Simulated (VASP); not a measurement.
The system is CoSi2.

```
Co Si
1.0
     0.00000    2.67800    2.67800
     2.67800    0.00000    2.67800
     2.67800    2.67800    0.00000
Co Si
1 2
Direct
  0.00000 0.00000 0.00000
  0.75000 0.75000 0.75000
  0.25000 0.25000 0.25000
```

Base run:

* Program: VASP 6.6.1
* Functional: PBE
* Potentials or basis: VASP PAW PBE potentials, release 64 (Co_sv, Si)
* Cutoff: 600 eV
* k mesh: 7 × 7 × 7
* Occupations: fermi-dirac, width 0.05 eV
* Spin: collinear spin, ferromagnetic start
* Starting moments: [1.5, 0.0, 0.0] μB
* Fixed moment: 1.5 μB

Its results: pressure 8.9 GPa; site moments Co +0.84; Si +0.12 μB.

Q: The run is repeated on the same cell with these changes: functional from PBE to PBEsol. What comes out?

A: Pressure 4.2 GPa; site moments Co +0.84; Si +0.12 μB.

PBEsol binds more tightly than PBE, so the same cell stands under less pressure.

Caveats: the total moment is fixed, so each spin has its own Fermi level; the PAW data sets were made with another functional, which shifts forces and pressure a little (some runs).
